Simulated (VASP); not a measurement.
# Cl (Cmce) in VASP: notebook

The runs below take Cl through single point, with r2SCAN.

All numbers are computed with VASP 6.6.1; they aren't measurements. Logs are shortened: lines on timing, memory, paths and dates and some standing lists are left out, and cuts for length are marked.

**1. The cell of the first run**

Symmetry: Cmce, No. 64, orthorhombic system. Conventional cell: a = 6.256 Å, b = 3.972 Å, c = 7.921 Å, α = 90.00°, β = 90.00°, γ = 90.00°. Cl (site symmetry m) has 1 Cl at 1.93 Å within 2.6 Å.

**2. Single point, r2SCAN (24.60 Å³/atom)**

The input, POSCAR:

```
Cl
1.0
    3.1281876793     -1.9859713922      0.0000000000
    3.1281876793      1.9859713922      0.0000000000
    0.0000000000      0.0000000000      7.9207582278
Cl
4
Direct
    0.8804188760      0.1195811240      0.1058368649
    0.6195811240      0.3804188760      0.6058368649
    0.1195811240      0.8804188760      0.8941631351
    0.3804188760      0.6195811240      0.3941631351
```

The input, INCAR.step1:

```
SYSTEM = Cl
PREC     = Accurate       ! precision mode
ENCUT    = 520            ! plane-wave cutoff, eV
ISMEAR   = -1             ! smearing method
SIGMA    = 0.05           ! smearing width, eV
LREAL    = .False.        ! projectors in reciprocal space
LASPH    = .True.         ! aspherical terms in the spheres
NELM     = 60             ! most SCF steps
NBANDS   = 22             ! bands
GGA      = PE             ! functional
ALGO     = Normal         ! electronic algorithm
EDIFF    = 1E-4           ! SCF threshold, eV
LWAVE    = .True.         ! write WAVECAR
LCHARG   = .False.        ! write CHGCAR
```

The input, INCAR.step2:

```
SYSTEM = Cl
PREC     = Accurate       ! precision mode
ENCUT    = 520            ! plane-wave cutoff, eV
EDIFF    = 1E-6           ! SCF threshold, eV
ISMEAR   = -1             ! smearing method
SIGMA    = 0.05           ! smearing width, eV
LREAL    = .False.        ! projectors in reciprocal space
LASPH    = .True.         ! aspherical terms in the spheres
NELM     = 60             ! most SCF steps
ALGO     = Normal         ! electronic algorithm
ISIF     = 2              ! what is computed and relaxed
LWAVE    = .False.        ! write WAVECAR
LCHARG   = .False.        ! write CHGCAR
METAGGA  = R2SCAN         ! meta-GGA
LMIXTAU  = .True.       
NBANDS   = 22             ! bands
ISTART   = 1
```

The input, KPOINTS:

```
Automatic mesh
0
Gamma
  8 8 4
  0 0 0
```

Potentials or basis: VASP PAW PBE potentials, release 64 (Cl).

Run with:

```sh
cat potpaw_PBE.64/Cl/POTCAR > POTCAR
cp INCAR.step1 INCAR
mpirun -np 1 vasp_std > vasp.out
cp INCAR.step2 INCAR
mpirun -np 1 vasp_std > vasp.out
```

OUTCAR:

```text
SYSTEM = Cl
   PREC = Accurate
   ENCUT = 520
   EDIFF = 1E-6
   ISMEAR = -1
   LREAL = .False.
   LASPH = .True.
   NELM = 60
   ISIF = 2
   METAGGA = R2SCAN
   ISTART = 1

 ion  position               nearest neighbor table
   1  0.880  0.120  0.106-   3 1.93
   2  0.620  0.380  0.606-   4 1.93
   3  0.120  0.880  0.894-   1 1.93
   4  0.380  0.620  0.394-   2 1.93

  LATTYP: Found a base centered orthorhombic cell.
 ALAT       =     3.9719427844
 B/A-ratio  =     1.5751423669
 C/A-ratio  =     1.9941773227

  Lattice vectors:

 A1 = (  -3.1281876793,  -1.9859713922,   0.0000000000)
 A2 = (   3.1281876793,  -1.9859713922,   0.0000000000)
 A3 = (   0.0000000000,   0.0000000000,   7.9207582278)

Analysis of symmetry for initial positions (statically):
=====================================================================
 Subroutine PRICEL returns:
 Original cell was already a primitive cell.

 Routine SETGRP: Setting up the symmetry group for a
 base centered orthorhombic supercell.

 Subroutine GETGRP returns: Found  8 space group operations
 (whereof  4 operations were pure point group operations)
 out of a pool of  8 trial point group operations.

The static configuration has the point symmetry C_2h.
 The point group associated with its full space group is D_2h.

Analysis of symmetry for dynamics (positions and initial velocities):
=====================================================================
 Subroutine PRICEL returns:
 Original cell was already a primitive cell.

 Routine SETGRP: Setting up the symmetry group for a
 base centered orthorhombic supercell.

 Subroutine GETGRP returns: Found  8 space group operations
 (whereof  4 operations were pure point group operations)
 out of a pool of  8 trial point group operations.

The dynamic configuration has the point symmetry C_2h.
 The point group associated with its full space group is D_2h.

 Subroutine INISYM returns: Found  8 space group operations
 (whereof  4 operations are pure point group operations),
 and found     1 'primitive' translations

----------------------------------------------------------------------------------------

                                     Primitive cell

  volume of cell :      98.4153

  direct lattice vectors                    reciprocal lattice vectors
     3.128187679 -1.985971392  0.000000000     0.159836957 -0.251765963  0.000000000
     3.128187679  1.985971392  0.000000000     0.159836957  0.251765963  0.000000000
     0.000000000  0.000000000  7.920758228     0.000000000  0.000000000  0.126250540

  length of vectors
     3.705352956  3.705352956  7.920758228     0.298217962  0.298217962  0.126250540

  position of ions in fractional coordinates (direct lattice)
     0.880418876  0.119581124  0.105836865
     0.619581124  0.380418876  0.605836865
     0.119581124  0.880418876  0.894163135
     0.380418876  0.619581124  0.394163135

  ion indices of the primitive-cell ions
   primitive index   ion index
                 1           1
                 2           2
                 3           3
                 4           4

----------------------------------------------------------------------------------------

 KPOINTS: Automatic mesh

Automatic generation of k-mesh.
 Grid dimensions read from file:
 generate k-points for:    8    8    4

 Generating k-lattice:

  Cartesian coordinates                     Fractional coordinates (reciprocal lattice)
     0.019979620 -0.031470745  0.000000000     0.125000000  0.000000000  0.000000000
     0.019979620  0.031470745  0.000000000     0.000000000  0.125000000  0.000000000
     0.000000000  0.000000000  0.031562635     0.000000000  0.000000000  0.250000000

  Length of vectors
     0.037277245  0.037277245  0.031562635

  Shift w.r.t. Gamma in fractional coordinates (k-lattice)
     0.000000000  0.000000000  0.000000000

 Subroutine IBZKPT returns following result:
 ===========================================

 Found     63 irreducible k-points:

 Following reciprocal coordinates:
            Coordinates               Weight
  0.000000  0.000000  0.000000      1.000000
  0.125000  0.000000  0.000000      4.000000
  0.250000  0.000000  0.000000      4.000000
  0.375000  0.000000  0.000000      4.000000
  0.500000  0.000000  0.000000      2.000000
  0.125000  0.125000  0.000000      2.000000
[... 16 lines left out ...]
  0.125000  0.000000  0.250000      8.000000
  0.250000  0.000000  0.250000      8.000000
 [... further k-points ...]
   k-points           NKPTS =     63   k-points in BZ     NKDIM =     63   number of bands    NBANDS=     22
   number of dos      NEDOS =    301   number of ions     NIONS =      4
   total plane-waves  NPLWV =  47040
   dimension x,y,z NGX =    28 NGY =   28 NGZ =   60
   dimension x,y,z NGXF=    56 NGYF=   56 NGZF=  120
   ions per type =               4
   NGX,Y,Z   is equivalent  to a cutoff of  12.56, 12.56, 12.59 a.u.
   NGXF,Y,Z  is equivalent  to a cutoff of  25.13, 25.13, 25.19 a.u.
 SYSTEM =  Cl
   PREC   = accura    normal or accurate (medium, high low for compatibility)
   ISTART =      1    job   : 0-new  1-cont  2-samecut
   ICHARG =      0    charge: 1-file 2-atom 10-const
   ISPIN  =      1    spin polarized calculation?
   LNONCOLLINEAR =      F non collinear calculations
   LSORBIT =      F    spin-orbit coupling
   LASPH  =      T    aspherical Exc in radial PAW
   ENCUT  =  520.0 eV  38.22 Ry    6.18 a.u.   6.89  6.89 14.73*2*pi/ulx,y,z
   NELM   =     60;   NELMIN=  2; NELMDL=  0     # of ELM steps
   EDIFF  = 0.1E-05   stopping-criterion for ELM
   LREAL  =      F    real-space projection
   EDIFFG = 0.1E-04   stopping-criterion for IOM
   NSW    =      0    number of steps for IOM
   IBRION =     -1    ionic relax: 0-MD 1-quasi-New 2-CG
   NFREE  =      0    steps in history (QN), initial steepest desc. (CG)
   ISIF   =      2    stress and relaxation
   ISYM   =      2    0-nonsym 1-usesym 2-fastsym
   POTIM  = 0.5000    time-step for ionic-motion
   TEBEG  =    0.0;   TEEND  =   0.0 temperature during run
   PSTRESS=    0.0 pullay stress
   NELECT =      28.0000    total number of electrons
   NUPDOWN=      -1.0000    fix difference up-down
   EMIN   =  10.00;   EMAX   =-10.00  energy-range for DOS
   EFERMI =   0.00;   METHOD = LEGACY
   ISMEAR =    -1;   SIGMA  =   0.05  broadening in eV -4-tet -1-fermi 0-gaus
   EFERMI_NEDOS =   21; number of points for ismear=-14 and -15
   IALGO  =     38    algorithm
   IMIX   =      4    mixing-type and parameters
     AMIX     =   0.40;   BMIX     =  1.00
     AMIX_MAG =   1.60;   BMIX_MAG =  1.00
  volume/ion in A,a.u.               =      24.60       166.03
  Fermi-wavevector in a.u.,A,eV,Ry     =   1.076730  2.034724 15.773869  1.159347
  Thomas-Fermi vector in A             =   2.212622
   LORBIT       =      0    0 simple, 1 ext, 2 COOP (PROOUT), +10 PAW based schemes
   METAGGA = R2SCAN    functional components
   LHFCALC =     F    Hartree Fock is set to
   AEXX    =    0.0000 exact exchange contribution
   IVDW    =     0    specifies the selected vdW correction
   LEPSILON=     F    determine dielectric tensor
   LRPA    =     F    only Hartree local field effects (RPA)
 non-spin polarized calculation
  energy-cutoff  :      520.00
  volume of cell :       98.42
 maximum number of plane-waves:      2680
   NGX = 13   NGY = 13   NGZ = 29

 number of electron      28.0000001 magnetization

 Free energy of the ion-electron system (eV)
  ---------------------------------------------------
  ext. energy  EPLUGINS =         0.00000000
  ---------------------------------------------------
  free energy    TOTEN  =       -24.43680242 eV

  energy without entropy =      -24.43680242  energy(sigma->0) =      -24.43680242

 E-fermi :   1.6457     XC(G=0):  -8.9596

 val. band max:        0.5766979482   @ k =   0.0000   0.0000   0.0000
 cond. band min:       3.7821705306   @ k =   0.0000   0.0000   0.0000
 fundamental gap:      3.2054725824
 Fermi energy:         1.6457012424

 k-point     1 :       0.0000    0.0000    0.0000
  band No.  band energies     occupation
      1     -17.9138      2.00000
      2     -17.5658      2.00000
      3     -13.1038      2.00000
      4     -11.9356      2.00000
      5      -5.9483      2.00000
      6      -4.2558      2.00000
[... 14 lines left out ...]
     21      11.8056      0.00000
     22      11.9057      0.00000

 k-point     2 :       0.1250    0.0000    0.0000
  band No.  band energies     occupation
      1     -17.8696      2.00000
      2     -17.5451      2.00000
      3     -13.0562      2.00000
      4     -11.9810      2.00000
      5      -5.9333      2.00000
      6      -4.3385      2.00000
[... 14 lines left out ...]
     21      11.2921      0.00000
     22      12.0281      0.00000

 k-point     3 :       0.2500    0.0000    0.0000
  band No.  band energies     occupation
      1     -17.7542      2.00000
      2     -17.5001      2.00000
      3     -12.9251      2.00000
      4     -12.1112      2.00000
      5      -5.8872      2.00000
      6      -4.6220      2.00000
[... 14 lines left out ...]
     21      11.3652      0.00000
     22      12.2254      0.00000

 k-point     4 :       0.3750    0.0000    0.0000
  band No.  band energies     occupation
      1     -17.6143      2.00000
      2     -17.4735      2.00000
      3     -12.7381      2.00000
      4     -12.3037      2.00000
      5      -5.7750      2.00000
      6      -5.0863      2.00000
[... 14 lines left out ...]
     21      11.9587      0.00000
     22      13.0933      0.00000

 k-point     5 :       0.5000    0.0000    0.0000
  band No.  band energies     occupation
      1     -17.5085      2.00000
      2     -17.5085      2.00000
      3     -12.5231      2.00000
      4     -12.5231      2.00000
      5      -5.5167      2.00000
      6      -5.5167      2.00000
[... 14 lines left out ...]
     21      12.5927      0.00000
     22      12.5927      0.00000

 k-point     6 :       0.1250    0.1250    0.0000
  band No.  band energies     occupation
      1     -17.8741      2.00000
      2     -17.5352      2.00000
      3     -13.0600      2.00000
      4     -11.9284      2.00000
      5      -5.9152      2.00000
      6      -4.2809      2.00000
[... 14 lines left out ...]
     21      11.8381      0.00000
     22      12.0373      0.00000

 k-point     7 :       0.2500    0.1250    0.0000
  band No.  band energies     occupation
      1     -17.7997      2.00000
      2     -17.4930      2.00000
      3     -12.9781      2.00000
      4     -11.9730      2.00000
      5      -5.8730      2.00000
      6      -4.3902      2.00000
[... 324 lines left out ...]
      6      -4.8556      2.00000
[... 14 lines left out ...]
     21      11.9738      0.00000
     22      12.2778      0.00000

 k-point    21 :       0.5000    0.5000    0.0000
  band No.  band energies     occupation
      1     -17.6312      2.00000
      2     -17.3506      2.00000
      3     -12.7908      2.00000
      4     -11.8876      2.00000
      5      -5.6313      2.00000
      6      -4.4208      2.00000
[... 14 lines left out ...]
     21      12.3797      0.00000
     22      13.5828      0.00000

 k-point    22 :       0.0000    0.0000    0.2500
  band No.  band energies     occupation
      1     -17.8684      2.00000
      2     -17.6232      2.00000
      3     -12.9441      2.00000
      4     -12.1235      2.00000
      5      -5.7136      2.00000
      6      -4.5517      2.00000
[... 14 lines left out ...]
     21      11.6603      0.00000
     22      11.7255      0.00000

 k-point    23 :       0.1250    0.0000    0.2500
  band No.  band energies     occupation
      1     -17.8269      2.00000
      2     -17.5983      2.00000
      3     -12.9083      2.00000
      4     -12.1524      2.00000
      5      -5.7158      2.00000
      6      -4.6173      2.00000
[... 14 lines left out ...]
     21      11.3800      0.00000
     22      11.8667      0.00000

 k-point    24 :       0.2500    0.0000    0.2500
  band No.  band energies     occupation
      1     -17.7199      2.00000
      2     -17.5406      2.00000
      3     -12.8117      2.00000
      4     -12.2383      2.00000
      5      -5.7048      2.00000
      6      -4.7947      2.00000
[... 14 lines left out ...]
     21      11.4823      0.00000
     22      11.8044      0.00000

 [... further k-points ...]

------------------------ aborting loop because EDIFF is reached ----------------------------------------

  FORCE on cell =-STRESS in cart. coord.  units (eV):
  Direction    XX          YY          ZZ          XY          YZ          ZX
  --------------------------------------------------------------------------------------
  -------------------------------------------------------------------------------------
  Total        0.4626613      2.4531943      5.8923791      0.0000000     -0.0000000      0.0000000
  in kB        7.5320160     39.9374184     95.9265264      0.0000000     -0.0000000      0.0000000
  external PRESSURE =      47.7986536 kB  Pullay stress =       0.0000000 kB

 VOLUME and BASIS-vectors are now :
 -----------------------------------------------------------------------------
  energy-cutoff  :      520.00
  volume of cell :       98.42
      direct lattice vectors                 reciprocal lattice vectors
     3.128187679 -1.985971392  0.000000000     0.159836957 -0.251765963  0.000000000
     3.128187679  1.985971392  0.000000000     0.159836957  0.251765963  0.000000000
     0.000000000  0.000000000  7.920758228     0.000000000  0.000000000  0.126250540

 POSITION                                       TOTAL-FORCE (eV/Angst)
 -----------------------------------------------------------------------------------
      3.12819     -1.51100      0.83831         0.000000      0.781321      1.245142
      3.12819     -0.47497      4.79869         0.000000     -0.781321      1.245142
      3.12819      1.51100      7.08245         0.000000     -0.781321     -1.245142
      3.12819      0.47497      3.12207         0.000000      0.781321     -1.245142
 -----------------------------------------------------------------------------------
    total drift:                                0.000000     -0.000000     -0.000000

  FREE ENERGIE OF THE ION-ELECTRON SYSTEM (eV)
  ---------------------------------------------------
  free  energy   TOTEN  =       -24.4368024171 eV

  energy  without entropy=      -24.4368024170  energy(sigma->0) =      -24.43680242
```

Wall time 2.4 min (1 thread of Intel Xeon 6975P-C (Granite Rapids), shared host); peak memory 0.26 GiB.

Results:

```
Free energy            : -24.4368 eV
Pressure               : 4.8 GPa
Largest force          : 1.470 eV/Å
Band gap on the k mesh : 3.21 eV
```

Forces in eV/Å, atoms in the order of the input:
```
Cl   0.000  0.781  1.245
Cl   0.000 -0.781  1.245
Cl   0.000 -0.781 -1.245
Cl   0.000  0.781 -1.245
```

Stress tensor (GPa, compression positive):
```
0.75 0.00 0.00
0.00 3.99 0.00
0.00 0.00 9.59
```

Caveat: the stress differs along the axes, from 1 to 10 GPa; the PAW data sets were made with another functional, which shifts forces and pressure a little. A k mesh can miss the band edges.

**3. Single point, r2SCAN (25.72 Å³/atom)**

This run uses another cell than the first one, of 25.72 Å³/atom.

The input, POSCAR:

```
Cl
1.0
    3.1748839321     -2.0156171269      0.0000000000
    3.1748839321      2.0156171269      0.0000000000
    0.0000000000      0.0000000000      8.0389959316
Cl
4
Direct
    0.8804188760      0.1195811240      0.1058368649
    0.6195811240      0.3804188760      0.6058368649
    0.1195811240      0.8804188760      0.8941631351
    0.3804188760      0.6195811240      0.3941631351
```

The input, INCAR.step1:

```
SYSTEM = Cl
ALGO     = Normal         ! electronic algorithm
EDIFF    = 1E-4           ! SCF threshold, eV
ENCUT    = 520            ! plane-wave cutoff, eV
GGA      = PE             ! functional
ISMEAR   = -1             ! smearing method
LASPH    = .True.         ! aspherical terms in the spheres
LCHARG   = .False.        ! write CHGCAR
LREAL    = .False.        ! projectors in reciprocal space
LWAVE    = .True.         ! write WAVECAR
NBANDS   = 22             ! bands
NELM     = 80             ! most SCF steps
PREC     = Accurate       ! precision mode
SIGMA    = 0.05           ! smearing width, eV
```

The input, INCAR.step2:

```
SYSTEM = Cl
ALGO     = Normal         ! electronic algorithm
EDIFF    = 1E-6           ! SCF threshold, eV
ENCUT    = 520            ! plane-wave cutoff, eV
ISIF     = 2              ! what is computed and relaxed
ISMEAR   = -1             ! smearing method
ISTART   = 1            
LASPH    = .True.         ! aspherical terms in the spheres
LCHARG   = .False.        ! write CHGCAR
LMIXTAU  = .True.       
LREAL    = .False.        ! projectors in reciprocal space
LWAVE    = .False.        ! write WAVECAR
METAGGA  = R2SCAN         ! meta-GGA
NBANDS   = 22             ! bands
NELM     = 80             ! most SCF steps
PREC     = Accurate       ! precision mode
SIGMA    = 0.05           ! smearing width, eV
```

The input, KPOINTS:

```
k-points
0
Gamma
  8 8 4
  0 0 0
```

Potentials or basis: VASP PAW PBE potentials, release 64 (Cl).

Run with:

```sh
cat potpaw_PBE.64/Cl/POTCAR > POTCAR
cp INCAR.step1 INCAR
mpirun -np 1 vasp_std > vasp.out
cp INCAR.step2 INCAR
mpirun -np 1 vasp_std > vasp.out
```

Wall time 2.4 min (1 thread of Intel Xeon 6975P-C (Granite Rapids), shared host); peak memory 0.26 GiB.

It converged, with:

```
Free energy            : -24.5417 eV
Pressure               : 2.6 GPa
Largest force          : 0.832 eV/Å
Band gap on the k mesh : 3.01 eV
```

Forces in eV/Å, atoms in the order of the input:
```
Cl   0.000  0.443  0.704
Cl   0.000 -0.443  0.704
Cl   0.000 -0.443 -0.704
Cl   0.000  0.443 -0.704
```

Stress tensor (GPa, compression positive):
```
0.38 0.00 0.00
0.00 2.19 0.00
0.00 0.00 5.30
```

Levels at points of the mesh, in eV from the valence-band top:
```csv
k point,band 12,band 13,band 14,band 15,band 16,band 17
"(0.00, 0.00, 0.00)",-0.41,-0.14,0.00,3.01,3.97,7.48
"(0.50, 0.00, 0.00)",-0.92,-0.30,-0.30,3.72,3.72,8.39
"(0.50, 0.50, 0.00)",-1.22,-0.45,-0.22,3.09,3.72,8.67
"(0.00, 0.00, 0.50)",-0.83,-0.07,-0.07,3.40,3.40,7.87
"(0.50, 0.00, 0.50)",-0.68,-0.07,-0.07,3.42,3.42,8.71
"(0.50, 0.50, 0.50)",-0.96,-0.87,-0.87,3.32,3.32,9.43
```

Caveat: the PAW data sets were made with another functional, which shifts forces and pressure a little.

(Continued in part 2 of 2.)
